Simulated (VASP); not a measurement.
# SrLiH3 in VASP: notebook

The runs below take SrLiH3 through single point, with PBE.

Everything below comes from runs of VASP 6.6.1. Logs are shortened: lines on timing, memory, paths and dates and some standing lists are left out, and cuts for length are marked.

**1. The cell of the first run**

The structure is cubic, space group Pm-3m (No. 221). Conventional cell: a = 4.399 Å, b = 4.399 Å, c = 4.399 Å, α = 90.00°, β = 90.00°, γ = 90.00°. Li (site symmetry m-3m) has 12 H at 3.11 Å and 8 Sr at 3.81 Å within 4.1 Å. Sr (site symmetry m-3m) has 6 H at 2.20 Å within 2.9 Å. H (site symmetry 4/mmm) has 2 Sr at 2.20 Å within 2.9 Å.

**2. Single point, PBE (strain -0.050 along x and y, -0.050 along z)**

INCAR reads:

```
SYSTEM = SrLiH3
PREC = Accurate
ENCUT = 520
EDIFF = 1E-6
ISMEAR = 0
SIGMA = 0.05
LREAL = .False.
LASPH = .True.
NELM = 100
ALGO = Normal
ISIF = 2
LWAVE = .False.
LCHARG = .True.
GGA = PE
LELF = .True.
LVHAR = .True.
NBANDS = 16
```

KPOINTS reads:

```
Automatic mesh
0
Gamma
  6 6 6
  0 0 0
```

POSCAR reads:

```
SrLiH3
1.0
    4.3992514500      0.0000000000      0.0000000000
    0.0000000000      4.3992514500      0.0000000000
    0.0000000000      0.0000000000      4.3992514500
Li Sr H
1 1 3
Direct
    0.0000000000      0.0000000000      0.0000000000
    0.5000000000      0.5000000000      0.5000000000
    0.0000000000      0.5000000000      0.5000000000
    0.5000000000      0.0000000000      0.5000000000
    0.5000000000      0.5000000000      0.0000000000
```

Potentials or basis: VASP PAW PBE potentials, release 64 (Li_sv, Sr_sv, H).

Launch:

```bash
> cat potpaw_PBE.64/Li_sv/POTCAR potpaw_PBE.64/Sr_sv/POTCAR potpaw_PBE.64/H/POTCAR > POTCAR
> mpirun -np 1 vasp_std > vasp.out
```

OUTCAR:

```text
SYSTEM = SrLiH3
   PREC = Accurate
   ENCUT = 520
   EDIFF = 1E-6
   ISMEAR = 0
   LREAL = .False.
   LASPH = .True.
   NELM = 100
   ISIF = 2
   GGA = PE

 ion  position               nearest neighbor table
   1  0.000  0.000  0.000-   2 3.81   2 3.81   2 3.81   2 3.81   2 3.81   2 3.81   2 3.81   2 3.81

   2  0.500  0.500  0.500-   3 2.20   4 2.20   5 2.20   5 2.20   4 2.20   3 2.20   1 3.81   1 3.81
                             1 3.81   1 3.81   1 3.81   1 3.81   1 3.81   1 3.81
   3  0.000  0.500  0.500-   2 2.20   2 2.20
   4  0.500  0.000  0.500-   2 2.20   2 2.20
   5  0.500  0.500  0.000-   2 2.20   2 2.20

  LATTYP: Found a simple cubic cell.
 ALAT       =     4.3992514500

  Lattice vectors:

 A1 = (   4.3992514500,   0.0000000000,   0.0000000000)
 A2 = (   0.0000000000,   4.3992514500,   0.0000000000)
 A3 = (   0.0000000000,   0.0000000000,   4.3992514500)

Analysis of symmetry for initial positions (statically):
=====================================================================
 Subroutine PRICEL returns:
 Original cell was already a primitive cell.

 Routine SETGRP: Setting up the symmetry group for a
 simple cubic supercell.

 Subroutine GETGRP returns: Found 48 space group operations
 (whereof 48 operations were pure point group operations)
 out of a pool of 48 trial point group operations.

The static configuration has the point symmetry O_h .

Analysis of symmetry for dynamics (positions and initial velocities):
=====================================================================
 Subroutine PRICEL returns:
 Original cell was already a primitive cell.

 Routine SETGRP: Setting up the symmetry group for a
 simple cubic supercell.

 Subroutine GETGRP returns: Found 48 space group operations
 (whereof 48 operations were pure point group operations)
 out of a pool of 48 trial point group operations.

The dynamic configuration has the point symmetry O_h .

 Subroutine INISYM returns: Found 48 space group operations
 (whereof 48 operations are pure point group operations),
 and found     1 'primitive' translations

----------------------------------------------------------------------------------------

                                     Primitive cell

  volume of cell :      85.1405

  direct lattice vectors                    reciprocal lattice vectors
     4.399251450  0.000000000  0.000000000     0.227311399  0.000000000  0.000000000
     0.000000000  4.399251450  0.000000000     0.000000000  0.227311399  0.000000000
     0.000000000  0.000000000  4.399251450     0.000000000  0.000000000  0.227311399

  length of vectors
     4.399251450  4.399251450  4.399251450     0.227311399  0.227311399  0.227311399

  position of ions in fractional coordinates (direct lattice)
     0.000000000  0.000000000  0.000000000
     0.500000000  0.500000000  0.500000000
     0.000000000  0.500000000  0.500000000
     0.500000000  0.000000000  0.500000000
     0.500000000  0.500000000  0.000000000

  ion indices of the primitive-cell ions
   primitive index   ion index
                 1           1
                 2           2
                 3           3
                 4           4
                 5           5

----------------------------------------------------------------------------------------

 KPOINTS: Automatic mesh

Automatic generation of k-mesh.
 Grid dimensions read from file:
 generate k-points for:    6    6    6

 Generating k-lattice:

  Cartesian coordinates                     Fractional coordinates (reciprocal lattice)
     0.037885233  0.000000000  0.000000000     0.166666667  0.000000000  0.000000000
     0.000000000  0.037885233  0.000000000     0.000000000  0.166666667  0.000000000
     0.000000000  0.000000000  0.037885233     0.000000000  0.000000000  0.166666667

  Length of vectors
     0.037885233  0.037885233  0.037885233

  Shift w.r.t. Gamma in fractional coordinates (k-lattice)
     0.000000000  0.000000000  0.000000000

 Subroutine IBZKPT returns following result:
 ===========================================

 Found     20 irreducible k-points:

 Following reciprocal coordinates:
            Coordinates               Weight
  0.000000  0.000000  0.000000      1.000000
  0.166667  0.000000  0.000000      6.000000
  0.333333  0.000000  0.000000      6.000000
  0.500000  0.000000  0.000000      3.000000
  0.166667  0.166667  0.000000     12.000000
  0.333333  0.166667  0.000000     24.000000
[... 12 lines left out ...]
  0.500000  0.500000  0.333333      6.000000
  0.500000  0.500000  0.500000      1.000000
   k-points           NKPTS =     20   k-points in BZ     NKDIM =     20   number of bands    NBANDS=     16
   number of dos      NEDOS =    301   number of ions     NIONS =      5
   total plane-waves  NPLWV =  46656
   dimension x,y,z NGX =    36 NGY =   36 NGZ =   36
   dimension x,y,z NGXF=    72 NGYF=   72 NGZF=   72
   ions per type =               1   1   3
   NGX,Y,Z   is equivalent  to a cutoff of  13.60, 13.60, 13.60 a.u.
   NGXF,Y,Z  is equivalent  to a cutoff of  27.21, 27.21, 27.21 a.u.
 SYSTEM =  SrLiH3
   PREC   = accura    normal or accurate (medium, high low for compatibility)
   ISTART =      0    job   : 0-new  1-cont  2-samecut
   ICHARG =      2    charge: 1-file 2-atom 10-const
   ISPIN  =      1    spin polarized calculation?
   LNONCOLLINEAR =      F non collinear calculations
   LSORBIT =      F    spin-orbit coupling
   LASPH  =      T    aspherical Exc in radial PAW
   ENCUT  =  520.0 eV  38.22 Ry    6.18 a.u.   8.18  8.18  8.18*2*pi/ulx,y,z
   NELM   =    100;   NELMIN=  2; NELMDL= -5     # of ELM steps
   EDIFF  = 0.1E-05   stopping-criterion for ELM
   LREAL  =      F    real-space projection
   EDIFFG = 0.1E-04   stopping-criterion for IOM
   NSW    =      0    number of steps for IOM
   IBRION =     -1    ionic relax: 0-MD 1-quasi-New 2-CG
   NFREE  =      0    steps in history (QN), initial steepest desc. (CG)
   ISIF   =      2    stress and relaxation
   ISYM   =      2    0-nonsym 1-usesym 2-fastsym
   POTIM  = 0.5000    time-step for ionic-motion
   TEBEG  =    0.0;   TEEND  =   0.0 temperature during run
   PSTRESS=    0.0 pullay stress
   NELECT =      16.0000    total number of electrons
   NUPDOWN=      -1.0000    fix difference up-down
   EMIN   =  10.00;   EMAX   =-10.00  energy-range for DOS
   EFERMI =   0.00;   METHOD = LEGACY
   ISMEAR =     0;   SIGMA  =   0.05  broadening in eV -4-tet -1-fermi 0-gaus
   EFERMI_NEDOS =   21; number of points for ismear=-14 and -15
   IALGO  =     38    algorithm
   IMIX   =      4    mixing-type and parameters
     AMIX     =   0.40;   BMIX     =  1.00
     AMIX_MAG =   1.60;   BMIX_MAG =  1.00
  volume/ion in A,a.u.               =      17.03       114.91
  Fermi-wavevector in a.u.,A,eV,Ry     =   0.937712  1.772018 11.963649  0.879303
  Thomas-Fermi vector in A             =   2.064850
   LORBIT       =      0    0 simple, 1 ext, 2 COOP (PROOUT), +10 PAW based schemes
   GGA     = PE    functional components
   LHFCALC =     F    Hartree Fock is set to
   AEXX    =    0.0000 exact exchange contribution
   IVDW    =     0    specifies the selected vdW correction
   LEPSILON=     F    determine dielectric tensor
   LRPA    =     F    only Hartree local field effects (RPA)
 non-spin polarized calculation
 Gauss-broadening in eV      SIGMA  =   0.05
  energy-cutoff  :      520.00
  volume of cell :       85.14
 maximum number of plane-waves:      2320
 NGX is ok and might be reduce to    36
   NGX = 17   NGY = 17   NGZ = 17

 number of electron      15.9999997 magnetization

 Free energy of the ion-electron system (eV)
  ---------------------------------------------------
  ext. energy  EPLUGINS =         0.00000000
  ---------------------------------------------------
  free energy    TOTEN  =       -13.66041398 eV

  energy without entropy =      -13.66041398  energy(sigma->0) =      -13.66041398

 E-fermi :  -0.6044     XC(G=0):  -7.2518

 val. band max:       -0.8555482812   @ k =   0.5000   0.5000   0.5000
 cond. band min:       0.6758647280   @ k =   0.5000   0.5000   0.0000
 fundamental gap:      1.5314130093
 Fermi energy:        -0.6043957607

 k-point     1 :       0.0000    0.0000    0.0000
  band No.  band energies     occupation
      1     -48.3313      2.00000
      2     -33.4550      2.00000
      3     -15.5620      2.00000
      4     -15.5620      2.00000
      5     -15.5620      2.00000
      6      -4.4991      2.00000
[... 8 lines left out ...]
     15       6.4057      0.00000
     16       9.3621      0.00000

 k-point     2 :       0.1667    0.0000    0.0000
  band No.  band energies     occupation
      1     -48.3313      2.00000
      2     -33.4534      2.00000
      3     -15.6140      2.00000
      4     -15.5596      2.00000
      5     -15.5596      2.00000
      6      -4.2908      2.00000
[... 8 lines left out ...]
     15       6.6437      0.00000
     16       8.2186      0.00000

 k-point     3 :       0.3333    0.0000    0.0000
  band No.  band energies     occupation
      1     -48.3313      2.00000
      2     -33.4503      2.00000
      3     -15.7152      2.00000
      4     -15.5549      2.00000
      5     -15.5549      2.00000
      6      -3.8414      2.00000
[... 8 lines left out ...]
     15       7.2689      0.00000
     16       7.2689      0.00000

 k-point     4 :       0.5000    0.0000    0.0000
  band No.  band energies     occupation
      1     -48.3312      2.00000
      2     -33.4488      2.00000
      3     -15.7644      2.00000
      4     -15.5526      2.00000
      5     -15.5526      2.00000
      6      -3.5861      2.00000
[... 8 lines left out ...]
     15       7.1950      0.00000
     16       7.9706      0.00000
[... 248 lines left out ...]
 k-point    18 :       0.5000    0.3333    0.3333
  band No.  band energies     occupation
      1     -48.3312      2.00000
      2     -33.4395      2.00000
      3     -15.7446      2.00000
      4     -15.6949      2.00000
      5     -15.6927      2.00000
      6      -1.7967      2.00000
[... 8 lines left out ...]
     15       7.7409      0.00000
     16       7.7936      0.00000

 k-point    19 :       0.5000    0.5000    0.3333
  band No.  band energies     occupation
      1     -48.3312      2.00000
      2     -33.4380      2.00000
      3     -15.7414      2.00000
      4     -15.7414      2.00000
      5     -15.6908      2.00000
      6      -1.3926      2.00000
[... 8 lines left out ...]
     15       7.7792      0.00000
     16       8.2324      0.00000

 k-point    20 :       0.5000    0.5000    0.5000
  band No.  band energies     occupation
      1     -48.3312      2.00000
      2     -33.4365      2.00000
      3     -15.7381      2.00000
      4     -15.7381      2.00000
      5     -15.7381      2.00000
      6      -0.8555      2.00000
[... 8 lines left out ...]
     15       6.7852      0.00000
     16       8.9817      0.00000

------------------------ aborting loop because EDIFF is reached ----------------------------------------

  FORCE on cell =-STRESS in cart. coord.  units (eV):
  Direction    XX          YY          ZZ          XY          YZ          ZX
  --------------------------------------------------------------------------------------
  -------------------------------------------------------------------------------------
  Total        2.4494590      2.4494590      2.4494590      0.0000000      0.0000000      0.0000000
  in kB       46.0940006     46.0940006     46.0940006      0.0000000      0.0000000      0.0000000
  external PRESSURE =      46.0940006 kB  Pullay stress =       0.0000000 kB

 VOLUME and BASIS-vectors are now :
 -----------------------------------------------------------------------------
  energy-cutoff  :      520.00
  volume of cell :       85.14
      direct lattice vectors                 reciprocal lattice vectors
     4.399251450  0.000000000  0.000000000     0.227311399  0.000000000  0.000000000
     0.000000000  4.399251450  0.000000000     0.000000000  0.227311399  0.000000000
     0.000000000  0.000000000  4.399251450     0.000000000  0.000000000  0.227311399

 POSITION                                       TOTAL-FORCE (eV/Angst)
 -----------------------------------------------------------------------------------
      0.00000      0.00000      0.00000         0.000000      0.000000      0.000000
      2.19963      2.19963      2.19963         0.000000      0.000000      0.000000
      0.00000      2.19963      2.19963         0.000000      0.000000      0.000000
      2.19963      0.00000      2.19963         0.000000      0.000000      0.000000
      2.19963      2.19963      0.00000         0.000000      0.000000      0.000000
 -----------------------------------------------------------------------------------
    total drift:                                0.000000      0.000000      0.000000

  FREE ENERGIE OF THE ION-ELECTRON SYSTEM (eV)
  ---------------------------------------------------
  free  energy   TOTEN  =       -13.6604139792 eV

  energy  without entropy=      -13.6604139792  energy(sigma->0) =      -13.66041398
```

Wall time 36 s (1 thread of Intel Xeon 8259CL, shared host); peak memory 0.21 GiB.

Results:

```
Free energy            : -13.6604 eV
Band gap on the k mesh : 1.53 eV (least direct gap 2.05 eV)
```

Levels at points of the mesh, in eV from the valence-band top:
| k point | band 4 | band 5 | band 6 | band 7 | band 8 | band 9 | band 10 | band 11 | band 12 | band 13 |
| --- | --- | --- | --- | --- | --- | --- | --- | --- | --- | --- |
| (0.00, 0.00, 0.00) | -14.71 | -14.71 | -3.64 | -1.39 | -1.39 | 5.37 | 5.37 | 5.37 | 5.69 | 7.26 |
| (0.50, 0.00, 0.00) | -14.70 | -14.70 | -2.73 | -1.23 | -1.03 | 4.10 | 4.61 | 4.61 | 6.34 | 7.49 |
| (0.50, 0.50, 0.00) | -14.90 | -14.69 | -1.76 | -0.52 | -0.52 | 1.53 | 5.25 | 5.25 | 5.70 | 5.70 |
| (0.50, 0.50, 0.50) | -14.88 | -14.88 | 0.00 | 0.00 | 0.00 | 2.10 | 2.10 | 2.10 | 4.71 | 7.41 |

Caveat: the cell differs from its parent crystal (strain -0.050 along x and y, -0.050 along z); the cutoff is under 1.25 times the usual one of these potentials, so pressure, stress and relaxed cells hold a basis-set (Pulay) error. A k mesh can miss the band edges.

[end of part 1 of 2]
